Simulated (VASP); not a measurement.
# Si62P (a cell with a defect) in VASP: further runs

Runs on Si62P (a cell with a defect). Level: PBE. Tasks: single point.

Program: VASP 6.6.1. These are calculated values, not measurements. Logs are shortened: lines on timing, memory, paths and dates and some standing lists are left out, and cuts for length are marked.

### 1 The cell of the first run

The cell holds a defect, 63 atoms: a = 10.860 Å, b = 10.860 Å, c = 10.860 Å, α = 90.00°, β = 90.00°, γ = 90.00°.

### 2 Single point, PBE, collinear spin

INCAR reads:

```
  PREC = Accurate
  ENCUT = 520
  EDIFF = 1E-6
  ISMEAR = 0
  SIGMA = 0.02
  LREAL = Auto
  LASPH = T
  NELM = 150
  ALGO = Normal
  ISIF = 2
  LWAVE = F
  LCHARG = F
  ISPIN = 2
  MAGMOM = 0 0 0 0 0 0 0 0 0 0 0 0 0 0 0 0 0 0 0 0 0 0 0 0 0 0 0 0 0 0 0 0 0 0 0 0 0 0 0 0 0 0 0 0 0 0 0 0 0 0 0 0 0 0 0 0 0 0 0 0 0 0 0.06
  LORBIT = 11
  GGA = PE
  NELECT = 251.0
  NBANDS = 168
  LUSENCCL = F
```

KPOINTS reads:

```
Automatic mesh
0
Gamma
  1 1 1
```

POSCAR reads:

```
Si62P
1.0
   10.8600000000      0.0000000000      0.0000000000
    0.0000000000     10.8600000000      0.0000000000
    0.0000000000      0.0000000000     10.8600000000
Si P
62 1
Direct
    0.4995078269      0.0009411602      0.0011575506
    0.6264174033      0.1270485267      0.1237596685
    0.7523479742      0.2539644567     -0.0002438306
    0.8763939227      0.3825432781      0.1237231123
    0.7492329650      0.0021327808      0.2509721915
    0.8763649171      0.1272653775      0.3736704420
   -0.0000771639      0.0003611418      0.0000743094
    0.1239473297      0.1289290055      0.1206268877
    0.2500227440      0.2500263352     -0.0071451197
    0.3711451197      0.3763717311      0.1205143646
    0.4998767035      0.5002992634      0.0000548803
    0.6231348066      0.6261346225      0.1259638122
    0.7484153775      0.7518566298      0.0032836096
    0.8740559853      0.8771890424      0.1259917127
    0.2504903315      0.0013769797      0.2478065378
    0.3760607735      0.1243637201      0.3728554328
    0.4989731123      0.2500395028      0.2478537753
    0.6248595764      0.3753488029      0.3753239411
    0.7486798343      0.5035429098      0.2515241252
    0.8740720994      0.6263139042      0.3769732044
    0.5003901473      0.0000427256      0.4997144567
    0.6273404236      0.1243015654      0.6240524862
    0.7523611418      0.2501647330      0.5012685083
    0.8797731123      0.3763824125      0.6290428177
    0.7524635359      0.0015322284      0.7497374770
    0.8797301105      0.1293084715      0.8760832413
    0.1177560773      0.6239985267      0.1238375691
    0.2462794659      0.7480325046     -0.0001375691
    0.3733690608      0.8739777164      0.1235935543
    0.0004020258      0.2540508287      0.2477010129
    0.1252881215      0.3750976059      0.3750336096
    0.2463647330      0.5000089319      0.2477971455
    0.3732651934      0.6240844383      0.3736401473
    0.4982861878      0.7511518416      0.2508043278
    0.6250456722      0.8752787293      0.3750152855
   -0.0011699816      0.0010212707      0.5005646409
    0.1287307551      0.1247361878      0.6245665746
    0.2510017495      0.2492593002      0.4976542357
    0.3756432781      0.3716036832      0.6243197053
    0.4994955801      0.5015868324      0.5005094843
    0.6264106814      0.6239104052      0.6268399632
    0.7491397790      0.7511875691      0.5018937385
    0.8764069061      0.8740142726      0.6267000921
    0.2510760589     -0.0021938306      0.7489794659
    0.3756029466      0.1247678637      0.8712083794
    0.5024969613      0.2493325046      0.7489347145
    0.6250995396      0.3750531308      0.8748250460
    0.7523837017      0.4999826888      0.7537669429
    0.8762674954      0.6242057090      0.8822135359
   -0.0031788214      0.7518594843      0.2515802947
    0.1250624309      0.8757708103      0.3752794659
   -0.0000800184      0.5003565378      0.5000736648
    0.1239083794      0.6208955801      0.6286263352
    0.2503012891      0.7482273481      0.5010406077
    0.3760991713      0.8730872928      0.6239795580
    0.0080863720      0.2507586556      0.7505161142
    0.2502390424      0.4933101289      0.7496739411
    0.3711649171      0.6208608656      0.8762172192
    0.4989672192      0.7480348987      0.7497256906
    0.6247922652      0.8756821363      0.8748987109
    0.0003578269      0.7480709945      0.7535910681
    0.1252566298      0.8752443831      0.8748209024
    0.0011799263      0.4992977901     -0.0012457643
```

Potentials or basis: VASP PAW PBE potentials, release 64 (Si, P).

The run is started by

```
cat potpaw_PBE.64/Si/POTCAR potpaw_PBE.64/P/POTCAR > POTCAR
mpirun -np 1 vasp_gam > vasp.out
```

OUTCAR:

```text
PREC = Accurate
   ENCUT = 520
   EDIFF = 1E-6
   ISMEAR = 0
   LREAL = Auto
   LASPH = T
   NELM = 150
   ISIF = 2
   ISPIN = 2
   LORBIT = 11
   GGA = PE
   NELECT = 251.0

 ion  position               nearest neighbor table
   1  0.500  0.001  0.001-  29 2.35   2 2.36  60 2.36  45 2.37
   2  0.626  0.127  0.124-  17 2.35   5 2.35   1 2.36   3 2.36
   3  0.752  0.254  1.000-  47 2.34  26 2.36   4 2.36   2 2.36
   4  0.876  0.383  0.124-  63 2.30  30 2.36  19 2.36   3 2.36
   5  0.749  0.002  0.251-  14 2.35   2 2.35   6 2.35  35 2.35
   6  0.876  0.127  0.374-  23 2.35   5 2.35  36 2.36  30 2.36
   7  1.000  0.000  0.000-   8 2.34  26 2.34  14 2.35  62 2.36
   8  0.124  0.129  0.121-   7 2.34   9 2.35  30 2.36  15 2.39
   9  0.250  0.250  0.993-  45 2.34   8 2.35  10 2.35
  10  0.371  0.376  0.121-  11 2.34   9 2.35  32 2.36  17 2.39
  11  0.500  0.500  0.000-  58 2.34  10 2.34  12 2.35  47 2.36
  12  0.623  0.626  0.126-  13 2.34  19 2.34  34 2.35  11 2.35
  13  0.748  0.752  0.003-  14 2.34  12 2.34  60 2.36  49 2.36
  14  0.874  0.877  0.126-  13 2.34  50 2.34   5 2.35   7 2.35
  15  0.250  0.001  0.248-  16 2.34  29 2.35  51 2.37   8 2.39
[... 38 lines left out ...]
  54  0.250  0.748  0.501-  55 2.34  33 2.35  51 2.37  53 2.39
  55  0.376  0.873  0.624-  54 2.34  59 2.34  44 2.35  21 2.35
  56  0.008  0.251  0.751-  37 2.34  26 2.35  24 2.35
  57  0.250  0.493  0.750-  39 2.34  53 2.35  58 2.35
  58  0.371  0.621  0.876-  11 2.34  57 2.35  28 2.36  59 2.39
  59  0.499  0.748  0.750-  55 2.34  41 2.35  60 2.37  58 2.39
  60  0.625  0.876  0.875-  13 2.36   1 2.36  59 2.37  25 2.37
  61  0.000  0.748  0.754-  62 2.34  53 2.36  49 2.36  43 2.36
  62  0.125  0.875  0.875-  28 2.34  61 2.34  44 2.35   7 2.36
  63  0.001  0.499  0.999-  27 2.30  49 2.30   4 2.30

  LATTYP: Found a simple cubic cell.
 ALAT       =    10.8600000000

  Lattice vectors:

 A1 = (  10.8600000000,   0.0000000000,   0.0000000000)
 A2 = (   0.0000000000,  10.8600000000,   0.0000000000)
 A3 = (   0.0000000000,   0.0000000000,  10.8600000000)

Analysis of symmetry for initial positions (statically):
=====================================================================
 Subroutine PRICEL returns:
 Original cell was already a primitive cell.

 Routine SETGRP: Setting up the symmetry group for a
 simple cubic supercell.

 Subroutine GETGRP returns: Found  1 space group operations
 (whereof  1 operations were pure point group operations)
 out of a pool of 48 trial point group operations.

The static configuration has the point symmetry C_1 .

Analysis of symmetry for dynamics (positions and initial velocities):
=====================================================================
 Subroutine PRICEL returns:
 Original cell was already a primitive cell.

 Routine SETGRP: Setting up the symmetry group for a
 simple cubic supercell.

 Subroutine GETGRP returns: Found  1 space group operations
 (whereof  1 operations were pure point group operations)
 out of a pool of 48 trial point group operations.

The dynamic configuration has the point symmetry C_1 .

Analysis of structural, dynamic, and magnetic symmetry:
=====================================================================
 Subroutine PRICEL returns:
 Original cell was already a primitive cell.

 Routine SETGRP: Setting up the symmetry group for a
 simple cubic supercell.

 Subroutine GETGRP returns: Found  1 space group operations
 (whereof  1 operations were pure point group operations)
 out of a pool of 48 trial point group operations.

The overall configuration has the point symmetry C_1 .

 Subroutine INISYM returns: Found  1 space group operations
 (whereof  1 operations are pure point group operations),
 and found     1 'primitive' translations

----------------------------------------------------------------------------------------

                                     Primitive cell

  volume of cell :    1280.8241

  direct lattice vectors                    reciprocal lattice vectors
    10.860000000  0.000000000  0.000000000     0.092081031  0.000000000  0.000000000
[... 185 lines left out ...]
   LREAL  =      T    real-space projection
   EDIFFG = 0.1E-04   stopping-criterion for IOM
   NSW    =      0    number of steps for IOM
   IBRION =     -1    ionic relax: 0-MD 1-quasi-New 2-CG
   NFREE  =      0    steps in history (QN), initial steepest desc. (CG)
   ISIF   =      2    stress and relaxation
   ISYM   =      2    0-nonsym 1-usesym 2-fastsym
   POTIM  = 0.5000    time-step for ionic-motion
   TEBEG  =    0.0;   TEEND  =   0.0 temperature during run
   PSTRESS=    0.0 pullay stress
   NELECT =     251.0000    total number of electrons
   NUPDOWN=      -1.0000    fix difference up-down
   EMIN   =  10.00;   EMAX   =-10.00  energy-range for DOS
   EFERMI =   0.00;   METHOD = LEGACY
   ISMEAR =     0;   SIGMA  =   0.02  broadening in eV -4-tet -1-fermi 0-gaus
   EFERMI_NEDOS =   21; number of points for ismear=-14 and -15
   IALGO  =     38    algorithm
   IMIX   =      4    mixing-type and parameters
     AMIX     =   0.40;   BMIX     =  1.00
     AMIX_MAG =   1.60;   BMIX_MAG =  1.00
  volume/ion in A,a.u.               =      20.33       137.20
  Fermi-wavevector in a.u.,A,eV,Ry     =   0.950903  1.796946 12.302614  0.904217
  Thomas-Fermi vector in A             =   2.079323
   LORBIT       =     11    0 simple, 1 ext, 2 COOP (PROOUT), +10 PAW based schemes
   GGA     = PE    functional components
   LHFCALC =     F    Hartree Fock is set to
   AEXX    =    0.0000 exact exchange contribution
   IVDW    =     0    specifies the selected vdW correction
   LEPSILON=     F    determine dielectric tensor
   LRPA    =     F    only Hartree local field effects (RPA)
 spin polarized calculation
 Gauss-broadening in eV      SIGMA  =   0.02
  energy-cutoff  :      520.00
  volume of cell :     1280.82
 maximum number of plane-waves:     17229
 NGX is ok and might be reduce to    84
   NGX = 41   NGY = 41   NGZ = 41

 number of electron     250.9999990 magnetization       0.9979153

 Free energy of the ion-electron system (eV)
  ---------------------------------------------------
  ext. energy  EPLUGINS =         0.00000000
  ---------------------------------------------------
  free energy    TOTEN  =      -344.97073534 eV

  energy without entropy =     -344.97063135  energy(sigma->0) =     -344.97068334

 E-fermi :   5.8569     XC(G=0):  -9.3006

 val. band max:        5.8136512196   @ k =   0.0000   0.0000   0.0000
 cond. band min:       5.9002476390   @ k =   0.0000   0.0000   0.0000
 fundamental gap:      0.0865964193
 Fermi energy:         5.8569494294

 spin component 1

 k-point     1 :       0.0000    0.0000    0.0000
  band No.  band energies     occupation
      1      -6.3555      1.00000
      2      -5.8027      1.00000
      3      -5.1508      1.00000
      4      -5.1504      1.00000
      5      -5.1460      1.00000
      6      -5.1449      1.00000
[... 129 lines left out ...]
    136       6.8676      0.00000
    137       6.8679      0.00000
 Fermi energy:         5.8569494294

 spin component 2

 k-point     1 :       0.0000    0.0000    0.0000
  band No.  band energies     occupation
      1      -6.3275      1.00000
      2      -5.7642      1.00000
      3      -5.1365      1.00000
      4      -5.1362      1.00000
      5      -5.1322      1.00000
      6      -5.1311      1.00000
[... 129 lines left out ...]
    136       6.8753      0.00000
    137       6.8756      0.00000
 [bands above 137 left out]

------------------------ aborting loop because EDIFF is reached ----------------------------------------

  FORCE on cell =-STRESS in cart. coord.  units (eV):
  Direction    XX          YY          ZZ          XY          YZ          ZX
  --------------------------------------------------------------------------------------
  -------------------------------------------------------------------------------------
  Total       -4.3323776     -4.2598956     -4.2726411     -3.0371765      2.9726592     -3.0398806
  in kB       -5.4193526     -5.3286851     -5.3446285     -3.7991911      3.7184866     -3.8025737
  external PRESSURE =      -5.3642221 kB  Pullay stress =       0.0000000 kB

 VOLUME and BASIS-vectors are now :
 -----------------------------------------------------------------------------
  energy-cutoff  :      520.00
  volume of cell :     1280.82
      direct lattice vectors                 reciprocal lattice vectors
    10.860000000  0.000000000  0.000000000     0.092081031  0.000000000  0.000000000
     0.000000000 10.860000000  0.000000000     0.000000000  0.092081031  0.000000000
     0.000000000  0.000000000 10.860000000     0.000000000  0.000000000  0.092081031

 POSITION                                       TOTAL-FORCE (eV/Angst)
 -----------------------------------------------------------------------------------
      5.42466      0.01022      0.01257         0.002430      0.000263     -0.002272
      6.80289      1.37975      1.34403        -0.000956     -0.002570     -0.004466
      8.17050      2.75805     10.85735         0.004826      0.003197     -0.002480
      9.51764      4.15442      1.34363         0.013298      0.022059     -0.021976
      8.13667      0.02316      2.72556        -0.000890     -0.001104     -0.001673
      9.51732      1.38210      4.05806         0.000984     -0.008404      0.003251
[... 55 lines left out ...]
      1.36029      9.50515      9.50056        -0.005737     -0.000458      0.003898
      0.01281      5.42237     10.84647        -0.021448      0.015599      0.029110
 -----------------------------------------------------------------------------------
    total drift:                               -0.012969      0.000490      0.001689

  FREE ENERGIE OF THE ION-ELECTRON SYSTEM (eV)
  ---------------------------------------------------
  free  energy   TOTEN  =      -344.9707353360 eV

  energy  without entropy=     -344.9706313469  energy(sigma->0) =     -344.97068334

 total charge

# of ion       s       p       d       tot
------------------------------------------
    1        0.742   0.935   0.000   1.677
    2        0.738   0.948   0.000   1.686
    3        0.738   0.950   0.000   1.688
    4        0.738   0.918   0.000   1.656
    5        0.739   0.949   0.000   1.689
    6        0.738   0.948   0.000   1.686
[... 55 lines left out ...]
   62        0.737   0.959   0.000   1.696
   63        1.045   1.454   0.000   2.499
--------------------------------------------------
tot         47.050  59.705   0.000 106.755

 magnetization (x)

# of ion       s       p       d       tot
------------------------------------------
    1        0.000   0.008   0.000   0.008
    2        0.000   0.005   0.000   0.005
    3        0.000   0.004   0.000   0.004
    4       -0.000   0.008   0.000   0.008
    5        0.000   0.006   0.000   0.006
    6        0.000   0.005   0.000   0.005
[... 55 lines left out ...]
   62       -0.000   0.002   0.000   0.002
   63        0.009   0.054   0.000   0.063
--------------------------------------------------
tot          0.021   0.435   0.000   0.456
```

It took 2.1 min on 1 × NVIDIA H100 80GB with 1 thread of AMD EPYC 7R13 (Zen 3), shared host; peak memory 2 GiB.

Results:

```
Free energy                                           : -344.9707 eV
Largest force                                         : 0.039 eV/Å
Net moment                                            : 1.00 μB per cell
Site moments                                          : Si +0.01, +0.00, +0.02 (each value once); P +0.06 μB
Valence electrons inside the program's atomic spheres : Si 1.68, 1.69, 1.66, 1.62, 1.70 (each value once); P 2.50
```

Forces on the atoms (eV/Å):
```
Si   0.002  0.000 -0.002
Si  -0.001 -0.003 -0.004
Si   0.005  0.003 -0.002
Si   0.013  0.022 -0.022
Si  -0.001 -0.001 -0.002
Si   0.001 -0.008  0.003
Si  -0.004  0.003  0.004
Si  -0.006 -0.002  0.003
Si   0.003  0.004 -0.008
Si   0.005  0.000  0.005
Si   0.003  0.007  0.004
Si   0.002  0.000 -0.003
Si  -0.001  0.004 -0.006
Si   0.001  0.000 -0.001
Si   0.000  0.002 -0.001
Si   0.002 -0.002 -0.001
Si   0.000  0.001 -0.004
Si  -0.003  0.001 -0.001
Si  -0.010 -0.004  0.001
Si   0.003  0.001 -0.002
Si   0.003  0.001  0.002
Si   0.001  0.002 -0.005
Si   0.001 -0.006  0.001
Si  -0.003  0.001 -0.001
Si   0.000 -0.002  0.000
Si  -0.001 -0.003  0.004
Si  -0.015 -0.012 -0.014
Si  -0.002 -0.004 -0.012
Si   0.000 -0.001  0.002
Si   0.006 -0.002 -0.002
Si  -0.008  0.002  0.000
Si  -0.003 -0.004 -0.005
Si   0.001 -0.003 -0.001
Si   0.003  0.002  0.001
Si   0.000  0.000  0.000
Si   0.000  0.001 -0.001
Si   0.001  0.002  0.000
Si   0.004 -0.006 -0.002
Si   0.005  0.002  0.002
Si   0.003 -0.002 -0.001
Si   0.002 -0.002 -0.003
Si  -0.001 -0.001 -0.004
Si   0.003  0.003  0.001
Si   0.005  0.000 -0.001
Si   0.002 -0.004  0.002
Si   0.000 -0.004 -0.001
Si  -0.004  0.005  0.005
Si   0.004 -0.004  0.002
Si   0.013 -0.016  0.018
Si   0.002  0.004  0.004
Si  -0.005 -0.003  0.001
Si  -0.002  0.007  0.001
Si  -0.001  0.007  0.000
Si   0.004 -0.001 -0.001
Si   0.001 -0.002  0.002
Si  -0.009 -0.002 -0.001
Si  -0.005 -0.008  0.001
Si   0.006  0.005 -0.001
Si  -0.004  0.003  0.001
Si   0.000  0.000  0.008
Si   0.004 -0.003  0.008
Si  -0.006  0.000  0.004
P   -0.021  0.016  0.029
```

Caveat: the k points lie up to 0.58 Å⁻¹ apart; the cell carries a net charge on a neutralising background, which shifts energy and pressure; the cell is charged against a uniform background, so pressure and absolute levels hang on convention.

(Part 1 of 2 ends here.)
